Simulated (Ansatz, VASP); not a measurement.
# One calculation of BaTiO3, two programs

```
Ba Ti O
1.0
     2.90343    1.67630    2.38140
    -2.90343    1.67630    2.38140
     0.00000   -3.35260    2.38140
Ba Ti O
1 1 3
Cartesian
  0.0000 0.0000 0.0361
  0.0000 0.0000 3.6980
  -1.4149 0.8169 4.6400
  0.0000 -1.6338 4.6400
  1.4149 0.8169 4.6400
```

Change from the starting cell: equal strain along all axes, cell held, atoms relaxed: +1.5 %.

Alike in both runs: functional PBE; k mesh 6 × 6 × 6; occupations gaussian, width 0.02 eV; no spin polarisation; Hubbard terms Ti d U = 4.0 eV.

Ansatz relaxed the structure, and its values are those at the end. VASP's run is a single point on that final structure, the one shown.

|  | VASP | Ansatz |
| --- | --- | --- |
| version | VASP 6.6.1 | Ansatz 0.2.0 |
| potentials or method | VASP PAW PBE potentials, release 64 (Ba_sv, Ti_sv, O), cutoff 520 eV | scalar-relativistic, plane waves, PAW |
| valence electrons in the cell | 40 | 40 |

Ansatz gave:

* gap on the k mesh at the Fermi level (eV): 2.91
* least direct gap on the mesh (eV): 3.46
* pressure (GPa): -3.8
* rms of the force components (eV/Å): 0.000

Problem. What did VASP give for the same quantities?

Solution. gap on the k mesh at the Fermi level (eV): 2.91; least direct gap on the mesh (eV): 3.49; pressure (GPa): -0.7; rms of the force components (eV/Å): 0.284.

The programs project onto different local orbitals, so the same U acts differently, and such runs can settle in different states. Ansatz's warnings: stress scf threshold loose.

Neither program's run includes spin-orbit coupling.
